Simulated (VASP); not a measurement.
Ba: electric field gradients with PBEsol

Ba:

```
Ba
1.0
    -2.53290    2.53290    2.53290
     2.53290   -2.53290    2.53290
     2.53290    2.53290   -2.53290
Ba
1
Direct
  0.00000 0.00000 0.00000
```

```yaml
Program: VASP 6.6.1
Task: electric field gradients
Functional: PBEsol
Potentials_or_basis: VASP PAW PBE potentials, release 64 (Ba_sv)
Cutoff: 520 eV
k_mesh: 10 × 10 × 10
Occupations: fermi-dirac, width 0.05 eV
Spin: no spin polarisation
Dipole_correction: no
Further_INCAR_settings: ALGO = Normal; EDIFF = 1e-08; NBANDS = 11
```

The pressure is -0.8 GPa, the band gap on the k mesh is zero (bands 5 and 6 overlap by 0.79 eV) and the largest electric field gradient by atom is zero within the noise of the run.

Levels at points of the mesh, in eV from the Fermi level:
```tsv
k point	band 2	band 3	band 4	band 5	band 6	band 7	band 8	band 9
(0.00, 0.00, 0.00)	-13.85	-13.85	-13.85	-2.74	1.79	1.79	1.79	3.18
(0.50, 0.00, 0.00)	-14.27	-13.99	-13.85	-0.88	0.69	1.18	3.12	3.70
(0.50, 0.50, 0.50)	-14.14	-14.14	-14.14	-0.49	-0.49	4.20	4.20	4.20
```

Wall time 41 s on 1 thread of Intel Xeon 8259CL (shared host), peak memory 0.21 GiB.

Caveat: the PAW data sets were made with another functional, which shifts forces and pressure a little; spin-orbit coupling is left out, which moves the levels of the heavy elements.
